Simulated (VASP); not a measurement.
Write the native input for VASP 6.6.1 that does the following.

| Quantity | Value |
| --- | --- |
| Task | single point |
| Functional | LDA |
| Potentials or basis | VASP PAW LDA potentials, release 64 (Hf_pv, N) |
| Cutoff | 520 eV |
| k mesh | 13 × 13 × 7 |
| Occupations | fermi-dirac, width 0.15 eV |
| Spin | no spin polarisation |
| Dipole correction | no |
| Further INCAR settings | ALGO = Normal; EDIFF = 1e-06; NBANDS = 23 |

The structure of HfN lies in POSCAR:

```
HfN
1.0
    3.1339080000      0.0156695400      0.0000000000
   -1.5533837800      2.7062092300      0.0000000000
    0.0000000000      0.0000000000      5.4167680000
Hf N
2 2
Direct
    0.6666666667      0.3333333333      0.7500000000
    0.3333333333      0.6666666667      0.2500000000
    0.0000000000      0.0000000000      0.0000000000
    0.0000000000      0.0000000000      0.5000000000
```

One way to write it, as run:

INCAR

```
SYSTEM = HfN
PREC = Accurate
ENCUT = 520
EDIFF = 1E-6
ISMEAR = -1
SIGMA = 0.15
LREAL = .False.
LASPH = .True.
NELM = 60
ALGO = Normal
ISIF = 2
LWAVE = .False.
LCHARG = .False.
GGA = CA
NBANDS = 23
```

KPOINTS

```
Automatic mesh
0
Gamma
  13 13 7
  0 0 0
```

Potentials or basis: VASP PAW LDA potentials, release 64 (Hf_pv, N).

Command:

```console
$ cat potpaw_LDA.64/Hf_pv/POTCAR potpaw_LDA.64/N/POTCAR > POTCAR
$ mpirun -np 1 vasp_std > vasp.out
```

It gave:

```
Pressure               : -9.9 GPa
Largest force          : 0.019 eV/Å
Band gap on the k mesh : zero (bands 15 and 16 overlap by 1.75 eV)
```

Caveat: the cell stands under tension; spin-orbit coupling is left out, which moves the levels of the heavy elements.

Run time: 4.7 min on 1 thread of Intel(R) Xeon(R) Platinum 8259CL CPU @ 2.50GHz (Skylake/Cascade Lake) (shared host), peak memory 0.39 GiB.
